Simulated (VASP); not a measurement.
# BP (F-43m) in VASP: notebook, part 2 of 3

VASP 6.6.1.

### 3 Vibrations by perturbation theory, PBE

This run uses another cell than the first one, of 11.76 Å³/atom, 1.020 times its volume.

INCAR reads:

```
SYSTEM = BP
  ALGO = Normal
  EDIFF = 1E-8
  ENCUT = 520
  GGA = PE
  IBRION = 8
  ISIF = 2
  ISMEAR = 0
  LASPH = .TRUE.
  LCHARG = .FALSE.
  LEPSILON = .TRUE.
  LREAL = .FALSE.
  LWAVE = .FALSE.
  NELM = 100
  NSW = 1
  PREC = Accurate
  SIGMA = 0.01
```

KPOINTS reads:

```
k-points
0
G
  10 10 10
  0 0 0
```

POSCAR reads:

```
BP
1.0
    0.0000000000      2.2741906187      2.2741906187
    2.2741906187      0.0000000000      2.2741906187
    2.2741906187      2.2741906187      0.0000000000
B P
1 1
Direct
    0.0000000000      0.0000000000      0.0000000000
    0.7500000000      0.7500000000      0.7500000000
```

Potentials or basis: VASP PAW PBE potentials, release 64 (B, P).

Run with:

```
> cat potpaw_PBE.64/B/POTCAR potpaw_PBE.64/P/POTCAR > POTCAR
> mpirun -np 1 vasp_std > vasp.out
```

OUTCAR:

```text
SYSTEM = BP
   EDIFF = 1E-8
   ENCUT = 520
   GGA = PE
   IBRION = 8
   ISIF = 2
   ISMEAR = 0
   LASPH = .TRUE.
   LEPSILON = .TRUE.
   LREAL = .FALSE.
   NELM = 100
   NSW = 1
   PREC = Accurate

 ion  position               nearest neighbor table
   1  0.000  0.000  0.000-   2 1.97   2 1.97   2 1.97   2 1.97
   2  0.750  0.750  0.750-   1 1.97   1 1.97   1 1.97   1 1.97

  LATTYP: Found a face centered cubic cell.
 ALAT       =     4.5483812374

  Lattice vectors:

 A1 = (   0.0000000000,   2.2741906187,   2.2741906187)
 A2 = (   2.2741906187,   0.0000000000,   2.2741906187)
 A3 = (   2.2741906187,   2.2741906187,   0.0000000000)

Analysis of symmetry for initial positions (statically):
=====================================================================
 Subroutine PRICEL returns:
 Original cell was already a primitive cell.

 Routine SETGRP: Setting up the symmetry group for a
 face centered cubic supercell.

 Subroutine GETGRP returns: Found 24 space group operations
 (whereof 24 operations were pure point group operations)
 out of a pool of 48 trial point group operations.

The static configuration has the point symmetry T_d .

Analysis of symmetry for dynamics (positions and initial velocities):
=====================================================================
 Subroutine PRICEL returns:
 Original cell was already a primitive cell.

 Routine SETGRP: Setting up the symmetry group for a
 face centered cubic supercell.
[... 522 lines left out ...]

 PIEZOELECTRIC TENSOR (including local field effects)  for field in x, y, z        (C/m^2)
          XX          YY          ZZ          XY          YZ          ZX
  --------------------------------------------------------------------------------
  x    -0.00000    -0.00000     0.00000     0.00000    -0.09678     0.00000
  y    -0.00000     0.00000    -0.00000     0.00000     0.00000    -0.09678
  z    -0.00000    -0.00000     0.00000    -0.09678     0.00000     0.00000

 BORN EFFECTIVE CHARGES (including local field effects) (in |e|, cummulative output)
 ---------------------------------------------------------------------------------
 ion    1
    1    -0.47199     0.00000    -0.00000
    2     0.00000    -0.47199     0.00000
    3    -0.00000     0.00000    -0.47199
 ion    2
    1     0.47199    -0.00000     0.00000
    2     0.00000     0.47199    -0.00000
    3     0.00000    -0.00000     0.47199

 INTERNAL STRAIN TENSOR FOR ION    2 for displacements in x,y,z  (eV/Angst):
          X           Y           Z          XY          YZ          ZX
  --------------------------------------------------------------------------------
  x    -0.00000     0.00000     0.00000     0.00000     6.47316     0.00000
  y     0.00000     0.00000     0.00000     0.00000     0.00000     6.47316
  z     0.00000     0.00000    -0.00000     6.47316     0.00000     0.00000

 SECOND DERIVATIVES (NOT SYMMETRIZED)
 ------------------------------------
               1X          1Y          1Z          2X          2Y          2Z
  1X   -18.789172    0.000000    0.000000   18.789172    0.000000    0.000000
  1Y     0.000000  -18.789172    0.000000    0.000000   18.789172    0.000000
  1Z     0.000000    0.000000  -18.789172    0.000000    0.000000   18.789172
  2X    18.785129    0.000000    0.000000  -18.785129    0.000000    0.000000
  2Y     0.000000   18.785129    0.000000    0.000000  -18.785129    0.000000
  2Z     0.000000    0.000000   18.785129    0.000000    0.000000  -18.785129

 Eigenvectors and eigenvalues of the dynamical matrix
 ----------------------------------------------------

   1 f  =   23.937075 THz   150.401078 2PiTHz  798.454878 cm-1    98.995743 meV
             X         Y         Z           dx          dy          dz
      0.000000  0.000000  0.000000     0.000000    0.000000   -0.860995
      3.411286  3.411286  3.411286     0.000000    0.000000    0.508614
[... 21 lines left out ...]
   6 f/i=    0.001128 THz     0.007086 2PiTHz    0.037618 cm-1     0.004664 meV
             X         Y         Z           dx          dy          dz
      0.000000  0.000000  0.000000    -0.147720   -0.438346   -0.211470
      3.411286  3.411286  3.411286    -0.250064   -0.742044   -0.357982

--------------------------------------------------------------------------------------------------------

 MACROSCOPIC STATIC DIELECTRIC TENSOR IONIC CONTRIBUTION
 ------------------------------------------------------
           0.091214    -0.000000     0.000000
          -0.000000     0.091214    -0.000000
           0.000000    -0.000000     0.091214
 ------------------------------------------------------

 ELASTIC MODULI CONTR FROM IONIC RELAXATION (kBar)
 Direction    XX          YY          ZZ          XY          YZ          ZX
 --------------------------------------------------------------------------------
 XX          -0.0000     -0.0000     -0.0000      0.0000      0.0000     -0.0000
 YY          -0.0000     -0.0000     -0.0000      0.0000      0.0000     -0.0000
 ZZ          -0.0000     -0.0000     -0.0000      0.0000      0.0000     -0.0000
 XY           0.0000      0.0000      0.0000   -162.2908      0.0000      0.0000
 YZ           0.0000      0.0000      0.0000      0.0000   -162.2908      0.0000
 ZX          -0.0000     -0.0000     -0.0000      0.0000      0.0000   -162.2908
 --------------------------------------------------------------------------------

 PIEZOELECTRIC TENSOR IONIC CONTR  for field in x, y, z        (C/m^2)
          XX          YY          ZZ          XY          YZ          ZX
  --------------------------------------------------------------------------------
  x    -0.00000    -0.00000    -0.00000     0.00000     0.11449    -0.00000
  y     0.00000     0.00000     0.00000    -0.00000     0.00000     0.11449
  z    -0.00000    -0.00000    -0.00000     0.11449     0.00000    -0.00000
```

OSZICAR:

```text
N       E                     dE             d eps       ncg     rms          rms(c)
DAV:   1     0.109283243737E+02    0.10928E+02   -0.41864E+03   760   0.909E+02
DAV:   2    -0.133729438285E+02   -0.24301E+02   -0.23229E+02  1208   0.112E+02
DAV:   3    -0.136234195093E+02   -0.25048E+00   -0.25048E+00   912   0.153E+01
DAV:   4    -0.136239207871E+02   -0.50128E-03   -0.50128E-03  1160   0.690E-01
[... 158 lines left out ...]
RMM:   9    -0.410210779999E-01    0.59363E-07    0.10869E-07  4749   0.618E-05    0.113E-05
RMM:  10    -0.410211648329E-01   -0.86833E-07   -0.15845E-07  4793   0.178E-05    0.147E-05
RMM:  11    -0.410211532496E-01    0.11583E-07   -0.73719E-08  4337   0.545E-06    0.638E-07
RMM:  12    -0.410211440850E-01    0.91646E-08   -0.15391E-09  3193   0.119E-06    0.226E-07
 Linear response finished
```

Wall time 63 s (1 thread of Intel Xeon 6975P-C (Granite Rapids), shared host); peak memory 0.21 GiB.

Results:

```yaml
Electronic_dielectric_tensor_diagonal: 9.27
Born_charges_mean_of_the_diagonal: B -0.47; P +0.47 e
Highest_phonon_frequency_at_Γ_LO-TO_splitting_left_out: 798 cm⁻¹
```

Phonon frequencies in cm⁻¹ (negative: imaginary):
| q point | frequencies |
| --- | --- |
| (0.000, 0.000, 0.000) | 0 0 0 798 798 798 |

Electronic dielectric tensor:
```
9.27 0.00 0.00
0.00 9.27 0.00
0.00 0.00 9.27
```

Born effective charge tensors (e):
atom 1, B
```
-0.47  0.00  0.00
 0.00 -0.47  0.00
 0.00  0.00 -0.47
```
atom 2, P
```
0.47 0.00 0.00
0.00 0.47 0.00
0.00 0.00 0.47
```

### 4 Vibrations by perturbation theory, PBE (phonons at volume x 1.02)

INCAR reads:

```
SYSTEM = BP
ALGO     = Normal         ! electronic algorithm
EDIFF    = 1E-8           ! SCF threshold, eV
ENCUT    = 520            ! plane-wave cutoff, eV
GGA      = PE             ! functional
IBRION   = 8              ! ionic algorithm
ISIF     = 2              ! what is computed and relaxed
ISMEAR   = 0              ! smearing method
LASPH    = .TRUE.         ! aspherical terms in the spheres
LCHARG   = .FALSE.        ! write CHGCAR
LEPSILON = .TRUE.         ! dielectric tensor by DFPT
LREAL    = .FALSE.        ! projectors in reciprocal space
LWAVE    = .FALSE.        ! write WAVECAR
NELM     = 60             ! most SCF steps
NSW      = 1              ! ionic steps
PREC     = Accurate       ! precision mode
SIGMA    = 0.01           ! smearing width, eV
```

KPOINTS is that of step 3.

POSCAR reads:

```
BP
1.0
    0.0000000000      2.2892519227      2.2892519227
    2.2892519227      0.0000000000      2.2892519227
    2.2892519227      2.2892519227      0.0000000000
B P
1 1
Direct
    0.0000000000      0.0000000000      0.0000000000
    0.7500000000      0.7500000000      0.7500000000
```

Potentials or basis: VASP PAW PBE potentials, release 64 (B, P).

Run with:

```
> cat potpaw_PBE.64/B/POTCAR potpaw_PBE.64/P/POTCAR > POTCAR
> mpirun -np 1 vasp_std > vasp.out
```

OUTCAR:

```text
SYSTEM = BP
   EDIFF = 1E-8
   ENCUT = 520
   GGA = PE
   IBRION = 8
   ISIF = 2
   ISMEAR = 0
   LASPH = .TRUE.
   LEPSILON = .TRUE.
   LREAL = .FALSE.
   NELM = 60
   NSW = 1
   PREC = Accurate

 ion  position               nearest neighbor table
   1  0.000  0.000  0.000-   2 1.98   2 1.98   2 1.98   2 1.98
   2  0.750  0.750  0.750-   1 1.98   1 1.98   1 1.98   1 1.98

  LATTYP: Found a face centered cubic cell.
 ALAT       =     4.5785038454

  Lattice vectors:

 A1 = (   0.0000000000,   2.2892519227,   2.2892519227)
 A2 = (   2.2892519227,   0.0000000000,   2.2892519227)
 A3 = (   2.2892519227,   2.2892519227,   0.0000000000)

Analysis of symmetry for initial positions (statically):
=====================================================================
 Subroutine PRICEL returns:
 Original cell was already a primitive cell.

 Routine SETGRP: Setting up the symmetry group for a
 face centered cubic supercell.

 Subroutine GETGRP returns: Found 24 space group operations
 (whereof 24 operations were pure point group operations)
 out of a pool of 48 trial point group operations.

The static configuration has the point symmetry T_d .

Analysis of symmetry for dynamics (positions and initial velocities):
=====================================================================
 Subroutine PRICEL returns:
 Original cell was already a primitive cell.

 Routine SETGRP: Setting up the symmetry group for a
 face centered cubic supercell.
[... 522 lines left out ...]

 PIEZOELECTRIC TENSOR (including local field effects)  for field in x, y, z        (C/m^2)
          XX          YY          ZZ          XY          YZ          ZX
  --------------------------------------------------------------------------------
  x    -0.00000    -0.00000    -0.00000     0.00000    -0.06626     0.00000
  y     0.00000    -0.00000     0.00000     0.00000     0.00000    -0.06626
  z     0.00000     0.00000    -0.00000    -0.06626     0.00000     0.00000

 BORN EFFECTIVE CHARGES (including local field effects) (in |e|, cummulative output)
 ---------------------------------------------------------------------------------
 ion    1
    1    -0.40797     0.00000     0.00000
    2     0.00000    -0.40797     0.00000
    3    -0.00000    -0.00000    -0.40797
 ion    2
    1     0.40797    -0.00000    -0.00000
    2     0.00000     0.40797    -0.00000
    3     0.00000     0.00000     0.40797

 INTERNAL STRAIN TENSOR FOR ION    2 for displacements in x,y,z  (eV/Angst):
          X           Y           Z          XY          YZ          ZX
  --------------------------------------------------------------------------------
  x     0.00000     0.00000     0.00000     0.00000     5.64661     0.00000
  y     0.00000     0.00000     0.00000     0.00000     0.00000     5.64661
  z     0.00000     0.00000     0.00000     5.64661     0.00000     0.00000

 SECOND DERIVATIVES (NOT SYMMETRIZED)
 ------------------------------------
               1X          1Y          1Z          2X          2Y          2Z
  1X   -18.055327    0.000000    0.000000   18.055327    0.000000    0.000000
  1Y     0.000000  -18.055327    0.000000    0.000000   18.055327    0.000000
  1Z     0.000000    0.000000  -18.055327    0.000000    0.000000   18.055327
  2X    18.045842    0.000000    0.000000  -18.045842    0.000000    0.000000
  2Y     0.000000   18.045842    0.000000    0.000000  -18.045842    0.000000
  2Z     0.000000    0.000000   18.045842    0.000000    0.000000  -18.045842

 Eigenvectors and eigenvalues of the dynamical matrix
 ----------------------------------------------------

   1 f  =   23.464025 THz   147.428817 2PiTHz  782.675624 cm-1    97.039366 meV
             X         Y         Z           dx          dy          dz
      0.000000  0.000000  0.000000     0.861029    0.000000    0.000000
      3.433878  3.433878  3.433878    -0.508555    0.000000    0.000000
[... 21 lines left out ...]
   6 f/i=    0.002699 THz     0.016961 2PiTHz    0.090042 cm-1     0.011164 meV
             X         Y         Z           dx          dy          dz
      0.000000  0.000000  0.000000     0.352478    0.348049    0.115107
      3.433878  3.433878  3.433878     0.596777    0.589278    0.194887

--------------------------------------------------------------------------------------------------------

 MACROSCOPIC STATIC DIELECTRIC TENSOR IONIC CONTRIBUTION
 ------------------------------------------------------
           0.069539    -0.000000    -0.000000
          -0.000000     0.069539    -0.000000
          -0.000000    -0.000000     0.069539
 ------------------------------------------------------

 ELASTIC MODULI CONTR FROM IONIC RELAXATION (kBar)
 Direction    XX          YY          ZZ          XY          YZ          ZX
 --------------------------------------------------------------------------------
 XX          -0.0000     -0.0000     -0.0000      0.0000      0.0000     -0.0000
 YY          -0.0000     -0.0000     -0.0000      0.0000      0.0000      0.0000
 ZZ          -0.0000     -0.0000     -0.0000      0.0000      0.0000     -0.0000
 XY           0.0000      0.0000      0.0000   -126.9854      0.0000      0.0000
 YZ           0.0000      0.0000      0.0000      0.0000   -126.9854      0.0000
 ZX          -0.0000      0.0000     -0.0000      0.0000      0.0000   -126.9854
 --------------------------------------------------------------------------------

 PIEZOELECTRIC TENSOR IONIC CONTR  for field in x, y, z        (C/m^2)
          XX          YY          ZZ          XY          YZ          ZX
  --------------------------------------------------------------------------------
  x    -0.00000    -0.00000    -0.00000    -0.00000     0.08842    -0.00000
  y     0.00000    -0.00000     0.00000    -0.00000    -0.00000     0.08842
  z    -0.00000    -0.00000    -0.00000     0.08842    -0.00000    -0.00000
```

Run time: 64 s. Hardware: 1 thread of Intel Xeon 6975P-C (Granite Rapids), shared host; peak memory 0.21 GiB.

What came out:

- Electronic dielectric tensor (diagonal): 9.29
- Born charges (mean of the diagonal): B -0.41; P +0.41 e
- Highest phonon frequency at Γ, LO-TO splitting left out: 783 cm⁻¹

Phonon frequencies in cm⁻¹ (negative: imaginary):
```tsv
q point	frequencies
(0.000, 0.000, 0.000)	0 0 0 783 783 783
```

Electronic dielectric tensor:
```
9.29 0.00 0.00
0.00 9.29 0.00
0.00 0.00 9.29
```

Born effective charge tensors (e):
atom 1, B
```
-0.41  0.00  0.00
 0.00 -0.41  0.00
 0.00  0.00 -0.41
```
atom 2, P
```
0.41 0.00 0.00
0.00 0.41 0.00
0.00 0.00 0.41
```

Caveat: the cell differs from its parent crystal (phonons at volume x 1.02); the cell wasn't relaxed at this level first, which shifts response properties.

[end of part 2 of 3]
